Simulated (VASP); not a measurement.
# MgO in VASP: notebook, part 2 of 2

VASP 6.6.1. Earlier steps stand in the parts before.

### 4 Single point, PBEsol

The input, INCAR:

```
SYSTEM = MgO
  ALGO = Normal
  EDIFF = 1E-6
  ENCUT = 520
  GGA = PS
  ISIF = 2
  ISMEAR = -1
  LASPH = .TRUE.
  LCHARG = .FALSE.
  LREAL = Auto
  LWAVE = .FALSE.
  NBANDS = 66
  NELM = 100
  PREC = Accurate
  SIGMA = 0.02
```

The input, KPOINTS:

```
k-points
0
G
  2 2 1
  0 0 0
```

The input, POSCAR:

```
MgO
1.0
    5.5012910000      0.0000000000      0.0000000000
    2.7506450000      4.7642580000      0.0000000000
    0.0000000000      0.0000000000     16.6147310000
Mg O
12 12
Direct
    0.0000000000      0.0000000000      0.0601875528
   -0.0000010465      0.4999939130      0.0601875528
    0.4999917292      0.0000000000      0.0601875528
    0.5000088603      0.4999939130      0.0601875528
    0.7124561168      0.6476559414      0.2236870401
    0.6972974215      0.1562048067      0.2119143548
    0.2150840278      0.6118056579      0.2371750707
    0.2003712540      0.1377129450      0.2024649090
    0.3310201109      0.1287923534      0.3643814637
    0.3669836196      0.9267340266      0.5196834062
    0.7634645782      0.3996005254      0.4016195026
    0.9763880923      0.7850540420      0.4113819237
    0.3333407547      0.8333301849      0.1277721559
    0.3333236236      0.3333362719      0.1277721559
    0.8333324839      0.8333301849      0.1277721559
    0.8333335303      0.3333362719      0.1277721559
    1.0233673959      0.4350100267      0.2916748998
    1.0089703408     -0.0231725486      0.3058671248
    0.5537202149      0.4976010955      0.2981209867
    0.5237558297      0.0195833223      0.2711750193
    0.4226730837      0.3244156803      0.4633538755
    0.6266763020      0.8157618668      0.4315266976
    0.0807561163      0.1770265170      0.4676873794
    0.2423464129      0.5978895349      0.5136044634
```

Potentials or basis: VASP PAW PBE potentials, release 64 (Mg, O).

Launch:

```bash
$ cat potpaw_PBE.64/Mg/POTCAR potpaw_PBE.64/O/POTCAR > POTCAR
$ mpirun -np 1 vasp_std > vasp.out
```

OUTCAR:

```text
SYSTEM = MgO
   EDIFF = 1E-6
   ENCUT = 520
   GGA = PS
   ISIF = 2
   ISMEAR = -1
   LASPH = .TRUE.
   LREAL = Auto
   NELM = 100
   PREC = Accurate

 ion  position               nearest neighbor table
   1  0.000  0.000  0.060-  16 1.94  15 1.94  13 1.95   3 2.75   4 2.75   2 2.75   2 2.75   4 2.75
                             3 2.75   8 2.87   6 2.90   7 3.48
   2  1.000  0.500  0.060-  16 1.94  14 1.94  15 1.94   4 2.75   1 2.75   3 2.75   1 2.75   3 2.75
                             4 2.75   8 2.93   5 3.04   7 3.34
   3  0.500  0.000  0.060-  13 1.94  14 1.94  15 1.95   1 2.75   2 2.75   4 2.75   4 2.75   2 2.75
                             1 2.75   8 2.76   6 3.03   5 3.20
   4  0.500  0.500  0.060-  16 1.94  13 1.94  14 1.95   2 2.75   1 2.75   3 2.75   3 2.75   1 2.75
                             2 2.75   6 3.01   5 3.22   7 3.24
   5  0.712  0.648  0.224-  17 1.89  19 1.92  20 1.94  15 2.17  16 2.20  13 2.41   7 2.68   6 2.75
                             6 2.76   8 2.77   8 2.78   7 2.85   2 3.04   3 3.20  11 3.21   4 3.22
   6  0.697  0.156  0.212-  20 1.78  16 2.05  15 2.08  18 2.16  19 2.17  14 2.23   7 2.62   8 2.72
                             5 2.75   5 2.76   8 2.79   1 2.90   7 2.95   4 3.01   3 3.03   9 3.29
   7  0.215  0.612  0.237-  19 1.93  17 1.98  18 2.08  14 2.25  13 2.45  15 2.58   6 2.62   5 2.68
                             8 2.71   5 2.85   8 2.91   6 2.95  12 3.12   9 3.20   4 3.24   2 3.34
[... 486 lines left out ...]
     59       6.4165      0.00000
     60       6.4520      0.00000
 [bands above 60 left out]

------------------------ aborting loop because EDIFF is reached ----------------------------------------

  FORCE on cell =-STRESS in cart. coord.  units (eV):
  Direction    XX          YY          ZZ          XY          YZ          ZX
  --------------------------------------------------------------------------------------
  -------------------------------------------------------------------------------------
  Total       41.3994145     33.0791501    -12.3800422     -3.9335736     -1.7745533     -1.7593685
  in kB      152.3181224    121.7059246    -45.5490688    -14.4725365     -6.5289965     -6.4731281
  external PRESSURE =      76.1583260 kB  Pullay stress =       0.0000000 kB

 VOLUME and BASIS-vectors are now :
 -----------------------------------------------------------------------------
  energy-cutoff  :      520.00
  volume of cell :      435.46
      direct lattice vectors                 reciprocal lattice vectors
     5.501291000  0.000000000  0.000000000     0.181775514 -0.104948118  0.000000000
     2.750645000  4.764258000  0.000000000     0.000000000  0.209896273  0.000000000
     0.000000000  0.000000000 16.614731000     0.000000000  0.000000000  0.060187553

 POSITION                                       TOTAL-FORCE (eV/Angst)
 -----------------------------------------------------------------------------------
      0.00000      0.00000      1.00000        -0.101843     -0.313534     -0.450117
      6.87659      2.38210      1.00000         0.091731      0.266193     -0.273311
      2.75060      0.00000      1.00000         0.182466     -0.203035     -0.458328
      4.12600      2.38210      1.00000        -0.080594      0.193520     -0.131467
      5.70090      3.08560      3.71650        -0.652290      1.078152     -0.119201
      4.26570      0.74420      3.52090         1.478970      0.264865      0.389121
[... 16 lines left out ...]
      0.93120      0.84340      7.77050        -2.852003      1.641485     -2.059701
      2.97780      2.84850      8.53340         0.649934     -0.576700     -1.676997
 -----------------------------------------------------------------------------------
    total drift:                               -0.006526     -0.001168      0.023014

  FREE ENERGIE OF THE ION-ELECTRON SYSTEM (eV)
  ---------------------------------------------------
  free  energy   TOTEN  =      -124.5444883372 eV

  energy  without entropy=     -124.5174527561  energy(sigma->0) =     -124.53097055
```

OSZICAR:

```text
N       E                     dE             d eps       ncg     rms          rms(c)
DAV:   1     0.727639294736E+03    0.72764E+03   -0.42227E+04   528   0.123E+03
DAV:   2    -0.446992907229E+02   -0.77234E+03   -0.72296E+03   714   0.288E+02
DAV:   3    -0.149663655109E+03   -0.10496E+03   -0.10388E+03   672   0.112E+02
[... 19 lines left out ...]
DAV:  23    -0.124544368053E+03   -0.54756E-03   -0.10019E-03   556   0.773E-02    0.467E-02
DAV:  24    -0.124544471629E+03   -0.10358E-03   -0.81479E-05   592   0.322E-02    0.496E-02
DAV:  25    -0.124544483607E+03   -0.11978E-04   -0.32815E-05   540   0.191E-02    0.239E-02
DAV:  26    -0.124544488950E+03   -0.53427E-05   -0.27629E-05   584   0.132E-02    0.173E-02
DAV:  27    -0.124544488337E+03    0.61261E-06   -0.39835E-06   472   0.671E-03
   1 F= -.12454449E+03 E0= -.12453097E+03  d E =-.270356E-01
```

stdout:

```text
POSCAR found type information on POSCAR MgO
 POSCAR found :  2 types and      24 ions
 scaLAPACK will be used
 -----------------------------------------------------------------------------
|                                                                             |
|                                                                             |
|     You enforced a specific xc type in the INCAR file but a different       |
|     I HOPE YOU KNOW WHAT YOU ARE DOING!                                     |
|                                                                             |
 -----------------------------------------------------------------------------

 LDA part: xc-table for (Slater+PW92), standard interpolation
 POSCAR, INCAR and KPOINTS ok, starting setup
 FFT: planning ... GRIDC
 FFT: planning ... GRID_SOFT
 FFT: planning ... GRID
 WAVECAR not read
 entering main loop
```

Wall time 4.6 min (1 thread of Intel Xeon Platinum 8488C (Sapphire Rapids), shared host); peak memory 0.5 GiB.

What came out:

| Item | Value |
| --- | --- |
| Free energy | -124.5445 eV |
| Largest force | 3.882 eV/Å |
| Band gap on the k mesh | zero (bands 48 and 49 overlap by 0.15 eV) |

Forces on the atoms (eV/Å):
```
Mg  -0.102 -0.314 -0.450
Mg   0.092  0.266 -0.273
Mg   0.182 -0.203 -0.458
Mg  -0.081  0.194 -0.131
Mg  -0.652  1.078 -0.119
Mg   1.479  0.265  0.389
Mg  -0.017  1.192  0.706
Mg  -0.541  0.333  1.621
Mg  -0.898 -0.105  1.501
Mg   1.374 -2.392  0.346
Mg  -0.978  1.198 -0.778
Mg   1.238  0.002 -0.177
O   -0.153 -0.739  0.284
O    0.338  0.339  0.681
O    0.302 -0.273  0.550
O    0.309 -0.180  1.285
O    1.785  0.374  0.200
O    0.465 -0.797 -0.789
O   -1.569 -0.516 -1.072
O   -1.058 -1.556 -1.319
O    0.772  2.031  1.253
O   -0.085 -1.262  0.488
O   -2.852  1.641 -2.060
O    0.650 -0.577 -1.677
```

Caveat: the k points lie up to 0.66 Å⁻¹ apart; the PAW data sets were made with another functional, which shifts forces and pressure a little.

### 5 Summary

```tsv
cell	gap on the mesh (eV)	largest force (eV/Å)
as given, atomic positions A	none	2.40
as given, atomic positions B	none	3.89
as given, atomic positions C	none	3.88
```

Alike in all rows: task single point; level PBEsol; potentials or basis VASP PAW PBE potentials, release 64 (Mg, O); no spin polarisation; k mesh 2 × 2 × 1; cutoff (eV) 520; smearing fermi-dirac 0.02 eV.

Caveats: all runs use coarse meshes; the PAW data sets were made with another functional, which shifts forces and pressure a little.

Absolute energies hang on the potentials; compare differences alone.
